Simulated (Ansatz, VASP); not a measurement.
# Al3GaN4: VASP beside Ansatz

```
Al Ga N
1.0
     4.40124    0.00000    0.00000
     0.00000    4.40124    0.00000
     0.00000    0.00000    4.40124
Al Ga N
3 1 4
Cartesian
  2.2006 2.2006 0.0000
  2.2006 0.0000 2.2006
  0.0000 2.2006 2.2006
  0.0144 0.0144 0.0144
  3.2765 3.2765 1.1247
  3.2765 1.1247 3.2765
  1.1247 3.2765 3.2765
  1.1247 1.1247 1.1247
```

Change from the starting cell: all Ga atoms moved +0.025 Å, as atom 4 along Cartesian [1 1 1].

Alike in both runs: task single point; functional r2SCAN; k mesh 6 × 6 × 6; occupations gaussian, width 0.05 eV; no spin polarisation.

|  | VASP | Ansatz |
| --- | --- | --- |
| version | VASP 6.6.1 | Ansatz 0.2.0 |
| potentials or method | VASP PAW PBE potentials, release 64 (Al, Ga_d, N), cutoff 520 eV | scalar-relativistic, plane waves, PAW |
| valence electrons in the cell | 42 | 42 |

Ansatz gave:

```
gap on the k mesh at the Fermi level (eV)                     : 3.95
least direct gap on the mesh (eV)                             : 3.95
pressure (GPa)                                                : 0.0
traceless stress, the component that is largest in VASP (GPa) : 0.26
rms of the force components (eV/Å)                            : 0.119
```

**Question.** What did VASP give for the same quantities?

**Answer.** gap on the k mesh at the Fermi level (eV): 3.95; least direct gap on the mesh (eV): 3.95; pressure (GPa): 0.0; traceless stress, the component that is largest in VASP (GPa): 0.27; rms of the force components (eV/Å): 0.129.

VASP's potentials were made for PBE, not for r2SCAN. Atom by atom the forces differ by 0.031 eV/Å (rms over components).
